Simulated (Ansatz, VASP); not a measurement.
# Two plane-wave programs on Pt

Contents of POSCAR:

```
Pt
1.0
    2.6502389911      0.0000000000      0.0000000000
   -1.3251194956      2.2951742924      0.0000000000
    0.0000000000      0.0000000000      4.4087632800
Pt
2
Direct
    0.6666666667      0.3333333333      0.7500000000
    0.3333333333      0.6666666667      0.2500000000
```

File INCAR.step1:

```
SYSTEM = Pt
  ALGO = Normal
  EDIFF = 1E-4
  ENCUT = 520
  GGA = PE
  ISMEAR = 0
  LASPH = .True.
  LCHARG = .False.
  LREAL = .False.
  LWAVE = .True.
  NBANDS = 17
  NELM = 100
  PREC = Accurate
  SIGMA = 0.15
```

Contents of INCAR.step2:

```
SYSTEM = Pt
  ALGO = Normal
  EDIFF = 1E-6
  ENCUT = 520
  ISIF = 2
  ISMEAR = 0
  ISTART = 1
  LASPH = .True.
  LCHARG = .True.
  LELF = .True.
  LMIXTAU = .True.
  LREAL = .False.
  LVHAR = .True.
  LWAVE = .False.
  METAGGA = R2SCAN
  NBANDS = 17
  NELM = 100
  PREC = Accurate
  SIGMA = 0.15
```

KPOINTS

```
k-points
0
Gamma
  18 18 10
  0 0 0
```

Input for Ansatz:

```yaml
crystal:
  lattice:
    - [2.6502389911, 0.0, 0.0]
    - [-1.3251194956, 2.2951742924, 0.0]
    - [0.0, 0.0, 4.40876328]
  atoms:
    - { symbol: Pt, position: [0.6666666667, 0.3333333333, 0.75] }
    - { symbol: Pt, position: [0.3333333333, 0.6666666667, 0.25] }
basis:
  ecutwfc: 500
kpoints:
  mp_grid: { grid: [18, 18, 10] }
hamiltonian:
  xc: r2scan
scf:
  occupations: { method: gaussian, width: 0.15 }
output:
  forces: true
  stress: true
  eigenvalues: true
```

Change from the starting cell: strain -0.040 along x and y, -0.080 along z, atoms carried along.

Alike in both runs: task single point; functional r2SCAN; k mesh 18 × 18 × 10; occupations gaussian, width 0.15 eV; no spin polarisation.

|  | VASP | Ansatz |
| --- | --- | --- |
| version | VASP 6.6.1 | Ansatz 0.2.0 |
| potentials or method | VASP PAW PBE potentials, release 64 (Pt), cutoff 520 eV | scalar-relativistic, plane waves, PAW |
| valence electrons in the cell | 20 | 36 |

Ansatz gave:

| Property | Result |
| --- | --- |
| gap on the k mesh at the Fermi level (eV) | none |
| pressure (GPa) | 52.9 |
| traceless stress, the component that is largest in VASP (GPa) | 6.53 |

What did VASP give for the same quantities?

gap on the k mesh at the Fermi level (eV): none; pressure (GPa): 54.7; traceless stress, the component that is largest in VASP (GPa): 6.37.

VASP's potentials were made for PBE, not for r2SCAN. A gap of «none» marks a metal or a gap that the smearing closes. Both programs put the cell under a high pressure, so it lies far from rest at this level. VASP's potentials hold 20 valence electrons a cell and Ansatz's 36, so a difference there can come from the potentials and not from the codes.

Spin-orbit coupling is off throughout.
